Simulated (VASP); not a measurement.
**Nb: single point with PBE**

Crystal: Nb.

```xyz
1
Lattice="-1.6640 1.6640 1.6640 1.6640 -1.6640 1.6640 1.6640 1.6640 -1.6640" Properties=species:S:1:pos:R:3 pbc="T T T"
Nb    0.0000    0.0000    0.0000
```

- Program: VASP 6.6.1
- Task: single point
- Functional: PBE
- Potentials or basis: VASP PAW PBE potentials, release 64 (Nb_sv)
- Cutoff: 520 eV
- k mesh: 15 × 15 × 15
- Occupations: fermi-dirac, width 0.03 eV
- Spin: no spin polarisation

* Pressure: -2.8 GPa

Levels at points of the mesh, in eV from the Fermi level:
| k point | band 2 | band 3 | band 4 | band 5 | band 6 | band 7 | band 8 | band 9 | band 10 | band 11 |
| --- | --- | --- | --- | --- | --- | --- | --- | --- | --- | --- |
| (0.00, 0.00, 0.00) | -29.76 | -29.76 | -29.76 | -5.92 | 0.36 | 0.36 | 0.36 | 3.19 | 3.19 | 14.14 |

Run time: 29 s on 1 thread of Intel Xeon 8259CL (shared host), peak memory 0.16 GiB.
